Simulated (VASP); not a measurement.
PtSe2:

```xyz
3
Lattice="3.7240 0.0000 0.0000 -1.8620 3.2251 0.0000 0.0000 0.0000 5.0620" Properties=species:S:1:pos:R:3 pbc="T T T"
Pt    0.0000    0.0000    0.0000
Se    1.8620    1.0750    3.7965
Se    0.0000    2.1501    1.2655
```

* Program: VASP 6.6.1
* Task: relaxation of cell and atoms
* Functional: revPBE
* Potentials or basis: VASP PAW PBE potentials, release 64 (Pt, Se)
* Cutoff: 600 eV
* k mesh: 8 × 8 × 5
* Occupations: fermi-dirac, width 0.05 eV
* Spin: no spin polarisation

At the start: pressure 9.1 GPa; volume 20.27 Å³/atom.

Q: How do energy, volume and symmetry change on relaxing?

A: Over 25 steps the energy falls by 91.8 meV/atom and the volume is 30.70 Å³/atom (+51.5 %); space group P-3m1 (No. 164, to 0.1 Å) before and after.

Step by step:
```csv
step,energy change (eV),largest force (eV/Å),pressure (GPa),volume (Å³)
1,0.0000,0.6304,9.08,60.80
2,0.1173,1.1601,-8.70,71.47
3,-0.1127,0.2417,0.04,64.85
4,-0.1128,0.2242,0.22,64.76
5,-0.1128,0.2095,0.37,64.68
6,-0.1185,0.1915,0.34,65.04
7,-0.1344,0.1337,0.31,66.15
8,-0.1600,0.0009,0.45,68.36
9,-0.1849,0.3595,1.38,72.82
10,-0.0615,1.4262,5.00,81.83
11,-0.1615,0.7105,2.79,74.35
12,-0.1628,0.7048,2.73,74.51
13,-0.1666,0.6882,2.55,74.99
14,-0.1735,0.6573,2.19,75.95
15,-0.1843,0.6006,1.56,77.89
16,-0.1959,0.5112,0.53,81.80
17,-0.1875,0.4141,-0.82,89.82
18,-0.1921,0.4464,-0.46,87.60
19,-0.2046,0.4095,-0.45,88.00
20,-0.2361,0.2979,-0.38,89.18
21,-0.2713,0.0730,-0.22,91.37
22,-0.2753,0.0349,-0.13,92.35
23,-0.2753,0.0250,-0.14,92.26
24,-0.2754,0.0101,0.07,92.05
25,-0.2754,0.0003,0.01,92.11
```

Final structure:
```cif
data_structure
_symmetry_space_group_name_H-M 'P 1'
_symmetry_Int_Tables_number 1
_cell_length_a 3.7714
_cell_length_b 3.7714
_cell_length_c 7.4777
_cell_angle_alpha 90.000
_cell_angle_beta 90.000
_cell_angle_gamma 120.000
_cell_volume 92.11
loop_
_atom_site_label
_atom_site_type_symbol
_atom_site_fract_x
_atom_site_fract_y
_atom_site_fract_z
_atom_site_occupancy
Pt1 Pt 0.00000 0.00000 0.00000 1
Se1 Se 0.66667 0.33333 0.82524 1
Se2 Se 0.33333 0.66667 0.17476 1
```

Caveat: the volume moved by over 15 % at a fixed basis, so the end points are rough; the PAW data sets were made with another functional, which shifts forces and pressure a little; this functional lacks dispersion, which binds the layers, so the pressure and a relaxed spacing across them are unreliable.
